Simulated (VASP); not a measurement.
A run of VASP 6.6.1 is set up as follows.

Contents of INCAR:

```
SYSTEM = FeGe
ALGO = Normal
EDIFF = 1E-6
ENCUT = 520
GGA = PS
ISIF = 2
ISMEAR = 0
LASPH = .True.
LCHARG = .False.
LREAL = .False.
LWAVE = .False.
NBANDS = 54
NELM = 100
PREC = Accurate
SIGMA = 0.03
```

Contents of KPOINTS:

```
k-points
0
Gamma
  10 10 10
  0 0 0
```

File POSCAR:

```
FeGe
1.0
    4.5034555237      0.0000000000      0.0000000000
    0.0000000000      4.5034555237      0.0000000000
    0.0000000000      0.0000000000      4.5034555237
Fe Ge
4 4
Direct
    0.1367707032      0.1367707032      0.1367707032
    0.3632292968      0.8632292968      0.6367707032
    0.6367707032      0.3632292968      0.8632292968
    0.8632292968      0.6367707032      0.3632292968
    0.8396770616      0.8396770616      0.8396770616
    0.6603229384      0.1603229384      0.3396770616
    0.3396770616      0.6603229384      0.1603229384
    0.1603229384      0.3396770616      0.6603229384
```

Potentials or basis: VASP PAW PBE potentials, release 64 (Fe, Ge_d).

Run with:

```console
$ cat potpaw_PBE.64/Fe/POTCAR potpaw_PBE.64/Ge_d/POTCAR > POTCAR
$ mpirun -np 1 vasp_std > vasp.out
```

Task: Predict the band gap on the k mesh.

Result: 0.10 eV, indirect (least direct gap 0.13 eV).

Task: Estimate the largest force.

Result: 0.037 eV/Å.

Forces in eV/Å, atoms in the order of the input:
```
Fe   0.021  0.021  0.021
Fe  -0.021 -0.021  0.021
Fe   0.021 -0.021 -0.021
Fe  -0.021  0.021 -0.021
Ge  -0.002 -0.002 -0.002
Ge   0.002  0.002 -0.002
Ge  -0.002  0.002  0.002
Ge   0.002 -0.002  0.002
```

Caveat: the PAW data sets were made with another functional, which shifts forces and pressure a little. A k mesh can miss the band edges.
